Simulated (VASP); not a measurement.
C:

```
C
1.0
     0.05244    1.76136    1.76136
     1.76136    0.05244    1.76136
     1.76136    1.76136    0.05244
C
2
Direct
  0.00044 0.00044 0.00044
  0.24956 0.24956 0.24956
```

This cell differs from its parent crystal: epitaxial 111 strain -4.0%.

Base run:

* Program: VASP 6.6.1
* Functional: r2SCAN
* Potentials or basis: VASP PAW PBE potentials, release 64 (C)
* Cutoff: 520 eV
* k mesh: 12 × 12 × 12
* Occupations: gaussian, width 0.01 eV
* Spin: no spin polarisation

Its results: band gap on the k mesh 4.33 eV, indirect (least direct gap 4.96 eV); pressure 42.8 GPa; largest force 0.019 eV/Å.

Q: The run is repeated on the same cell with these changes: functional from r2SCAN to PBE; k mesh from 12 × 12 × 12 to 6 × 6 × 6. What comes out?

A: Band gap on the k mesh 4.19 eV, indirect (least direct gap 4.74 eV); pressure 46.4 GPa; largest force 0.072 eV/Å.

Several settings changed at once, so the effect can't be laid on one alone.

Caveats: some runs use coarse meshes; the PAW data sets were made with another functional, which shifts forces and pressure a little (some runs).

A k mesh can miss the band edges.
